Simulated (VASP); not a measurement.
# Se (R-3) in VASP: a series of runs

The runs below take Se through single point, with HSE06, PBE.

Everything below comes from runs of VASP 6.6.1. Logs are shortened: lines on timing, memory, paths and dates and some standing lists are left out, and cuts for length are marked.

## 1. The cell of the first run

The structure is trigonal, space group R-3 (No. 148). Conventional cell: a = 10.932 Å, b = 10.932 Å, c = 4.340 Å, α = 90.00°, β = 90.00°, γ = 120.00°. Se (site symmetry 1) has 5 Se at 2.38 to 3.26 Å within 3.3 Å.

## 2. Single point, HSE06 (strain -2.8%)

The input, POSCAR:

```
Se
1.0
    5.4661319938      3.1558727780      1.4465582538
   -5.4661319938      3.1558727780      1.4465582538
    0.0000000000     -6.3117455561      1.4465582537
Se
6
Direct
    0.8305588848      0.7028741599      0.0804983091
    0.7028741599      0.0804983091      0.8305588848
    0.0804983091      0.8305588848      0.7028741599
    0.1694411152      0.2971258401      0.9195016909
    0.2971258401      0.9195016909      0.1694411152
    0.9195016909      0.1694411152      0.2971258401
```

The input, INCAR.step1:

```
ALGO     = Normal         # electronic algorithm
EDIFF    = 1E-5           # SCF threshold, eV
ENCUT    = 520            # plane-wave cutoff, eV
GGA      = PE             # functional
ISIF     = 2              # what is computed and relaxed
ISMEAR   = 0              # smearing method
KPAR     = 2            
LASPH    = T              # aspherical terms in the spheres
LCHARG   = F              # write CHGCAR
LREAL    = F              # projectors in reciprocal space
LWAVE    = T              # write WAVECAR
NBANDS   = 27             # bands
NELM     = 100            # most SCF steps
PREC     = Accurate       # precision mode
SIGMA    = 0.01           # smearing width, eV
```

The input, INCAR.step2:

```
ALGO     = Normal         # electronic algorithm
EDIFF    = 1E-7           # SCF threshold, eV
ENCUT    = 520            # plane-wave cutoff, eV
GGA      = PE             # functional
HFSCREEN = 0.2079         # screening, 1/A
ISIF     = 2              # what is computed and relaxed
ISMEAR   = 0              # smearing method
ISTART   = 1            
KPAR     = 2            
LASPH    = T              # aspherical terms in the spheres
LCHARG   = F              # write CHGCAR
LHFCALC  = T              # exact exchange
LREAL    = F              # projectors in reciprocal space
LWAVE    = F              # write WAVECAR
NBANDS   = 27             # bands
NELM     = 100            # most SCF steps
PREC     = Accurate       # precision mode
PRECFOCK = Fast         
SIGMA    = 0.01           # smearing width, eV
```

The input, KPOINTS:

```
k-points
0
Gamma
  4 4 4
```

Potentials or basis: VASP PAW PBE potentials, release 64 (Se).

On the command line:

```
> cat potpaw_PBE.64/Se/POTCAR > POTCAR
> cp INCAR.step1 INCAR
> mpirun -np 2 vasp_std > vasp.out
> cp INCAR.step2 INCAR
> mpirun -np 2 vasp_std > vasp.out
```

OUTCAR:

```text
EDIFF = 1E-7
   ENCUT = 520
   GGA = PE
   HFSCREEN = 0.2079
   ISIF = 2
   ISMEAR = 0
   ISTART = 1
   LASPH = T
   LHFCALC = T
   LREAL = F
   NELM = 100
   PREC = Accurate
   PRECFOCK = Fast

 ion  position               nearest neighbor table
   1  0.831  0.703  0.080-   5 2.38   6 2.38
   2  0.703  0.080  0.831-   4 2.38   6 2.38
   3  0.080  0.831  0.703-   4 2.38   5 2.38
   4  0.169  0.297  0.920-   2 2.38   3 2.38
   5  0.297  0.920  0.169-   1 2.38   3 2.38
   6  0.920  0.169  0.297-   1 2.38   2 2.38

  LATTYP: Found a trigonal (rhomboedric) cell.
 ALAT       =     6.4753890035
 COS(alpha) =    -0.4251431777

  Lattice vectors:

 A1 = (   5.4661319938,   3.1558727780,   1.4465582538)
 A2 = (  -5.4661319938,   3.1558727780,   1.4465582538)
 A3 = (   0.0000000000,  -6.3117455561,   1.4465582537)

Analysis of symmetry for initial positions (statically):
=====================================================================
 Subroutine PRICEL returns:
 Original cell was already a primitive cell.

 Routine SETGRP: Setting up the symmetry group for a
 trigonal (rhombohedral) supercell.

 Subroutine GETGRP returns: Found  6 space group operations
 (whereof  6 operations were pure point group operations)
 out of a pool of 12 trial point group operations.

The static configuration has the point symmetry S_6 .

Analysis of symmetry for dynamics (positions and initial velocities):
=====================================================================
 Subroutine PRICEL returns:
 Original cell was already a primitive cell.

 Routine SETGRP: Setting up the symmetry group for a
 trigonal (rhombohedral) supercell.

 Subroutine GETGRP returns: Found  6 space group operations
 (whereof  6 operations were pure point group operations)
 out of a pool of 12 trial point group operations.

The dynamic configuration has the point symmetry S_6 .

 Subroutine INISYM returns: Found  6 space group operations
 (whereof  6 operations are pure point group operations),
 and found     1 'primitive' translations

----------------------------------------------------------------------------------------

                                     Primitive cell

[... 93 lines left out ...]
   ISIF   =      2    stress and relaxation
   ISYM   =      3    0-nonsym 1-usesym 2-fastsym
   POTIM  = 0.5000    time-step for ionic-motion
   TEBEG  =    0.0;   TEEND  =   0.0 temperature during run
   PSTRESS=    0.0 pullay stress
   NELECT =      36.0000    total number of electrons
   NUPDOWN=      -1.0000    fix difference up-down
   EMIN   =  10.00;   EMAX   =-10.00  energy-range for DOS
   EFERMI =   0.00;   METHOD = LEGACY
   ISMEAR =     0;   SIGMA  =   0.01  broadening in eV -4-tet -1-fermi 0-gaus
   EFERMI_NEDOS =   21; number of points for ismear=-14 and -15
   IALGO  =     38    algorithm
   IMIX   =      1    mixing-type and parameters
     AMIX     =   0.40;   BMIX     =  1.00
     AMIX_MAG =   1.60;   BMIX_MAG =  1.00
  volume/ion in A,a.u.               =      24.95       168.40
  Fermi-wavevector in a.u.,A,eV,Ry     =   1.017998  1.923736 14.099976  1.036319
  Thomas-Fermi vector in A             =   2.151430
   LORBIT       =      0    0 simple, 1 ext, 2 COOP (PROOUT), +10 PAW based schemes
   GGA     = PE    functional components
   LHFCALC =     T    Hartree Fock is set to
   PRECFOCK=fast      Normal, Fast or Accurate (Low or Medium for compatibility)
   ENCUT4O =  -1.0   cutoff for four orbital integrals eV
   NKREDX  =     1    reduce k-point grid by
   NKREDY  =     1    reduce k-point grid by
   NKREDZ  =     1    reduce k-point grid by
   AEXX    =    0.2500 exact exchange contribution
   HFSCREEN=    0.2079 screening length (either q_TF or 0.3 A-1)
   HFSCREENC=   0.2079 screening length for correlation (either q_TF or 0.3 A-1)
   ENCUTFOCK=  -1.0 apply spherical cutoff to Coloumb kernel
   IVDW    =     0    specifies the selected vdW correction
   LEPSILON=     F    determine dielectric tensor
   LRPA    =     F    only Hartree local field effects (RPA)
 non-spin polarized calculation
 Gauss-broadening in eV      SIGMA  =   0.01
  energy-cutoff  :      520.00
  volume of cell :      149.72
 maximum number of plane-waves:      4045
  NGX = 28; NGY = 28; NGZ = 28

 number of electron      36.0000000 magnetization

 Free energy of the ion-electron system (eV)
  ---------------------------------------------------
  ext. energy  EPLUGINS =         0.00000000
  ---------------------------------------------------
  free energy    TOTEN  =       -26.17464358 eV

  energy without entropy =      -26.17464358  energy(sigma->0) =      -26.17464358

 E-fermi :   2.5672     XC(G=0):  -7.7394

 val. band max:        2.4529717926   @ k =   0.5000   0.5000   0.0000
 cond. band min:       4.6300772892   @ k =  -0.2500   0.2500   0.2500
 fundamental gap:      2.1771054966
 Fermi energy:         2.5672302169

 k-point     1 :       0.0000    0.0000    0.0000
  band No.  band energies     occupation
      1     -14.7871      2.00000
      2     -12.4888      2.00000
      3     -12.4888      2.00000
      4     -10.3224      2.00000
      5     -10.3224      2.00000
      6      -8.7973      2.00000
[... 409 lines left out ...]
     26      10.2365      0.00000
     27      11.6424      0.00000

------------------------ aborting loop because EDIFF is reached ----------------------------------------

  FORCE on cell =-STRESS in cart. coord.  units (eV):
  Direction    XX          YY          ZZ          XY          YZ          ZX
  --------------------------------------------------------------------------------------
  -------------------------------------------------------------------------------------
  Total        1.4220922      1.4220922      1.7202819      0.0000024     -0.0000000      0.0000000
  in kB       15.2177895     15.2177895     18.4087128      0.0000259     -0.0000000      0.0000000
  external PRESSURE =      16.2814306 kB  Pullay stress =       0.0000000 kB

 VOLUME and BASIS-vectors are now :
 -----------------------------------------------------------------------------
  energy-cutoff  :      520.00
  volume of cell :      149.72
      direct lattice vectors                 reciprocal lattice vectors
     5.466131994  3.155872778  1.446558254     0.091472361  0.052811592  0.230432015
    -5.466131994  3.155872778  1.446558254    -0.091472361  0.052811592  0.230432015
     0.000000000 -6.311745556  1.446558254     0.000000000 -0.105623185  0.230432015

 POSITION                                       TOTAL-FORCE (eV/Angst)
 -----------------------------------------------------------------------------------
      0.69794      4.33123      2.33465        -0.092315      0.201564      0.250343
      3.40199     -2.77005      2.33465         0.220717     -0.020835      0.250343
     -4.09993     -1.56118      2.33465        -0.128402     -0.180729      0.250343
     -0.69794     -4.33123      2.00503         0.092315     -0.201564     -0.250343
     -3.40199      2.77005      2.00503        -0.220717      0.020835     -0.250343
      4.09993      1.56118      2.00503         0.128402      0.180729     -0.250343
 -----------------------------------------------------------------------------------
    total drift:                                0.000000     -0.000000     -0.000001

  FREE ENERGIE OF THE ION-ELECTRON SYSTEM (eV)
  ---------------------------------------------------
  free  energy   TOTEN  =       -26.1746435809 eV

  energy  without entropy=      -26.1746435809  energy(sigma->0) =      -26.17464358
```

OUTCAR.step1:

```text
EDIFF = 1E-5
   ENCUT = 520
   GGA = PE
   ISIF = 2
[... 645 lines left out ...]
     -4.09993     -1.56118      2.33465         0.182588      0.250486     -0.247979
     -0.69794     -4.33123      2.00503        -0.125634      0.283369      0.247979
     -3.40199      2.77005      2.00503         0.308221     -0.032883      0.247979
      4.09993      1.56118      2.00503        -0.182588     -0.250486      0.247979
 -----------------------------------------------------------------------------------
    total drift:                               -0.000000      0.000000     -0.000000

  FREE ENERGIE OF THE ION-ELECTRON SYSTEM (eV)
  ---------------------------------------------------
  free  energy   TOTEN  =       -20.5968249992 eV

  energy  without entropy=      -20.5968249992  energy(sigma->0) =      -20.59682500
```

OSZICAR.step1:

```text
N       E                     dE             d eps       ncg     rms          rms(c)
DAV:   1     0.193844278307E+03    0.19384E+03   -0.14858E+04   756   0.113E+03
DAV:   2    -0.500900903911E+01   -0.19885E+03   -0.19217E+03   997   0.188E+02
DAV:   3    -0.206040901085E+02   -0.15595E+02   -0.15467E+02   997   0.574E+01
DAV:   4    -0.207831866878E+02   -0.17910E+00   -0.17867E+00   890   0.696E+00
DAV:   5    -0.207846415214E+02   -0.14548E-02   -0.14546E-02   896   0.669E-01    0.101E+01
DAV:   6    -0.206492292074E+02    0.13541E+00   -0.81444E-02   855   0.140E+00    0.616E+00
DAV:   7    -0.205976153907E+02    0.51614E-01   -0.17231E-01   846   0.203E+00    0.280E-01
DAV:   8    -0.205966538770E+02    0.96151E-03   -0.16212E-02   813   0.626E-01    0.124E-01
DAV:   9    -0.205967843235E+02   -0.13045E-03   -0.43787E-04   946   0.106E-01    0.435E-02
DAV:  10    -0.205968214197E+02   -0.37096E-04   -0.58522E-05   844   0.408E-02    0.979E-03
DAV:  11    -0.205968249992E+02   -0.35795E-05   -0.77147E-06   483   0.147E-02
   1 F= -.20596825E+02 E0= -.20596825E+02  d E =-.153678E-25
```

Wall time 62 min (2 MPI ranks of Intel Xeon Platinum 8259CL at 2.50GHz (Skylake/Cascade Lake), shared host); peak memory 0.44 GiB.

Results:

```
Free energy            : -26.1746 eV
Pressure               : 1.6 GPa
Largest force          : 0.334 eV/Å
Band gap on the k mesh : 2.18 eV (least direct gap 2.37 eV)
```

Forces on the atoms (eV/Å):
```
Se  -0.092  0.202  0.250
Se   0.221 -0.021  0.250
Se  -0.128 -0.181  0.250
Se   0.092 -0.202 -0.250
Se  -0.221  0.021 -0.250
Se   0.128  0.181 -0.250
```

Levels at points of the mesh, in eV from the valence-band top:
| k point | band 15 | band 16 | band 17 | band 18 | band 19 | band 20 | band 21 | band 22 |
| --- | --- | --- | --- | --- | --- | --- | --- | --- |
| (0.00, 0.00, 0.00) | -0.65 | -0.65 | -0.57 | -0.57 | 2.92 | 2.92 | 3.74 | 3.84 |
| (0.50, 0.00, 0.00) | -1.46 | -0.65 | -0.18 | -0.01 | 2.64 | 2.71 | 3.91 | 3.91 |
| (0.50, 0.50, 0.00) | -1.44 | -1.32 | -0.98 | 0.00 | 2.39 | 2.55 | 3.09 | 4.24 |
| (0.50, 0.50, 0.50) | -1.53 | -1.30 | -1.30 | -0.03 | 2.41 | 2.41 | 2.52 | 4.84 |

Caveat: the cell differs from its parent crystal (strain -2.8%); this functional lacks dispersion, which holds the molecules together, so the pressure and a relaxed volume are unreliable; the PAW data sets were made with another functional, which shifts forces and pressure a little. A k mesh can miss the band edges.

[end of part 1 of 3]
